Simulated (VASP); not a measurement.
Input of a VASP 6.6.1 run:

POSCAR

```
Se
1.0
    2.0004411501      1.1549552365      1.6057900815
   -2.0004411501      1.1549552365      1.6057900815
    0.0000000000     -2.3099104730      1.6057900815
Se
1
Direct
    0.0000000000      0.0000000000      0.0000000000
```

File INCAR.step1:

```
SYSTEM = Se
PREC = Accurate
ENCUT = 600
ISMEAR = -1
SIGMA = 0.15
LREAL = .False.
LASPH = .True.
NELM = 100
GGA = PE
ALGO = Normal
EDIFF = 1E-4
LWAVE = .True.
LCHARG = .False.
```

File INCAR.step2:

```
SYSTEM = Se
PREC = Accurate
ENCUT = 600
EDIFF = 1E-7
ISMEAR = -1
SIGMA = 0.15
LREAL = .False.
LASPH = .True.
NELM = 100
ALGO = Normal
ISIF = 3
LWAVE = .False.
LCHARG = .False.
METAGGA = R2SCAN
LMIXTAU = .True.
IBRION = 2
NSW = 80
EDIFFG = -0.001
ISTART = 1
```

File KPOINTS:

```
Automatic mesh
0
Gamma
  15 15 15
  0 0 0
```

Potentials or basis: VASP PAW PBE potentials, release 64 (Se).

Launch:

```console
$ cat potpaw_PBE.64/Se/POTCAR > POTCAR
$ cp INCAR.step1 INCAR
$ mpirun -np 1 vasp_std > vasp.out
$ cp INCAR.step2 INCAR
$ mpirun -np 1 vasp_std > vasp.out
```

Problem. Estimate the relaxed cell.

Solution. a = 2.814 Å, b = 2.814 Å, c = 2.814 Å, α = 90.02°, β = 90.02°, γ = 90.02°.

Problem. What does it give for the relaxed volume?

Solution. 22.28 Å³/atom.

Final structure:
```xyz
1
Lattice="1.9901 1.1490 1.6240 -1.9901 1.1490 1.6240 0.0000 -2.2979 1.6240" Properties=species:S:1:pos:R:3 pbc="T T T"
Se    0.0000    0.0000    0.0000
```

Caveat: the PAW data sets were made with another functional, which shifts forces and pressure a little.
